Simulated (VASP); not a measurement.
Re: single point with PBEsol

Re:

```xyz
1
Lattice="-1.5425 1.5425 1.5425 1.5425 -1.5425 1.5425 1.5425 1.5425 -1.5425" Properties=species:S:1:pos:R:3 pbc="T T T"
Re    0.0000    0.0000    0.0000
```

```yaml
Program: VASP 6.6.1
Task: single point
Functional: PBEsol
Potentials_or_basis: VASP PAW PBE potentials, release 64 (Re)
Cutoff: 520 eV
k_mesh: 20 × 20 × 20
Occupations: gaussian, width 0.1 eV
Spin: no spin polarisation
```

The pressure is 0.0 GPa.

Levels at points of the mesh, in eV from the Fermi level:
```
           k point  band 1  band 2  band 3  band 4  band 5  band 6  band 7
(0.00, 0.00, 0.00)  -10.84   -2.73   -2.73   -2.73    0.75    0.75   15.59
(0.50, 0.00, 0.00)   -7.58   -5.02   -0.03    0.64    1.54    4.56   10.10
(0.50, 0.50, 0.50)   -7.21   -7.21    3.61    3.61    3.61    8.01    8.01
```

Wall time 17 s on 1 thread of AMD EPYC 9R45 96-Core Processor (Zen 5), with other jobs on the host, peak memory 0.13 GiB.

Caveat: the PAW data sets were made with another functional, which shifts forces and pressure a little; spin-orbit coupling is left out, which moves the levels of the heavy elements.
